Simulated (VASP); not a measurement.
N, 1 atom in the cell. The structure is cubic, space group Fm-3m (No. 225). The conventional cell has a = 3.062 Å, b = 3.062 Å, c = 3.062 Å, α = 90.00°, β = 90.00°, γ = 90.00°. Within 2.9 Å of N (site symmetry m-3m) lie 12 N at 2.17 Å.  This cell differs from its parent crystal: strained.

- Program: VASP 6.6.1
- Task: single point
- Functional: PBE
- Potentials or basis: VASP PAW PBE potentials, release 64 (N)
- Cutoff: 600 eV
- k mesh: 22 × 22 × 22
- Occupations: gaussian, width 0.1 eV
- Spin: no spin polarisation
- Dipole correction: no
- Further INCAR settings: ALGO = Normal; EDIFF = 1e-06; NBANDS = 8

Potentials or basis: VASP PAW PBE potentials, release 64 (N).

Run with:

```sh
$ cat potpaw_PBE.64/N/POTCAR > POTCAR
$ mpirun -np 1 vasp_std > vasp.out
```

Hardware: 1 thread of Intel(R) Xeon(R) Platinum 8559C (Emerald Rapids) (shared host).

Task: Estimate the wall time of this run.

Result: It took 10 s on 1 thread of Intel(R) Xeon(R) Platinum 8559C (Emerald Rapids) (shared host), peak memory 0.12 GiB. Counts: scf iterations 9, k points 328.
